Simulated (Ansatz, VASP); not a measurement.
**One calculation of Be16B, two programs**

```
CELL_PARAMETERS angstrom
-2.29000 -3.96640 0.00000
3.43500 -1.98320 0.00000
0.00000 0.00000 7.17686
ATOMIC_POSITIONS crystal
Be 0.76110 0.41820 0.00392
Be 0.50020 0.31541 0.24151
Be 0.73967 0.46299 0.49245
Be 0.46355 0.30140 0.75702
Be 0.53590 0.93394 0.97952
Be 0.29115 0.82773 0.26094
Be 0.49282 0.99147 0.49450
Be 0.21852 0.82504 0.75112
Be 0.20091 0.59467 0.01459
Be 0.01402 0.34668 0.26474
Be 0.24866 0.49238 0.50775
Be 0.96691 0.28931 0.75686
Be 0.16189 0.10823 0.02739
Be 0.81236 0.83490 0.19844
Be 0.98942 0.97097 0.48587
Be 0.69720 0.76470 0.71545
B 0.89699 0.86115 0.91963
```

Alike in both runs: functional PBE; k mesh 4 × 4 × 3; occupations fermi-dirac, width 0.1 eV; no spin polarisation.

Ansatz relaxed the structure, and its values are those at the end. VASP's run is a single point on that final structure, the one shown.

|  | VASP | Ansatz |
| --- | --- | --- |
| version | VASP 6.6.1 | Ansatz 0.2.0 |
| potentials or method | VASP PAW PBE potentials, release 64 (Be, B), cutoff 520 eV | scalar-relativistic, plane waves, PAW |
| valence electrons in the cell | 35 | 35 |

|  | VASP | Ansatz | Ansatz less VASP |
| --- | --- | --- | --- |
| rms of the force components (eV/Å) | 0.006 | 0.004 | -0.0019 |

The k mesh is coarse, so the values compare programs but aren't converged.
